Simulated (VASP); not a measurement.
A run of VASP 6.6.1:

The input INCAR:

```
SYSTEM = Te
PREC = Accurate
ENCUT = 520
EDIFF = 1E-6
ISMEAR = 1
SIGMA = 0.05
LREAL = .False.
LASPH = .True.
NELM = 100
ALGO = Normal
ISIF = 2
LWAVE = .False.
LCHARG = .True.
GGA = CA
LELF = .True.
LVHAR = .True.
NBANDS = 13
```

The input KPOINTS:

```
Automatic mesh
0
Gamma
  7 7 4
  0 0 0
```

Contents of POSCAR:

```
Te
1.0
   -2.9577914636      3.8759656627      1.5351528885
    2.9577914636     -3.8759656627      1.5351528885
    2.9577914636      3.8759656627     -1.5351528885
Te
2
Direct
    0.0072360000      0.7399050000      0.2566560000
    0.9837460000      0.2422910000      0.7595560000
```

Potentials or basis: VASP PAW LDA potentials, release 64 (Te).

Run with:

```sh
$ cat potpaw_LDA.64/Te/POTCAR > POTCAR
$ mpirun -np 1 vasp_std > vasp.out
```

Hardware: 1 thread of Intel(R) Xeon(R) Platinum 8488C (Sapphire Rapids), with other jobs on the host.

Problem. How long does it take, and how much memory?

Solution. It took 89 s on 1 thread of Intel(R) Xeon(R) Platinum 8488C (Sapphire Rapids), with other jobs on the host, peak memory 0.23 GiB. Counts: scf iterations 11, k points 99.
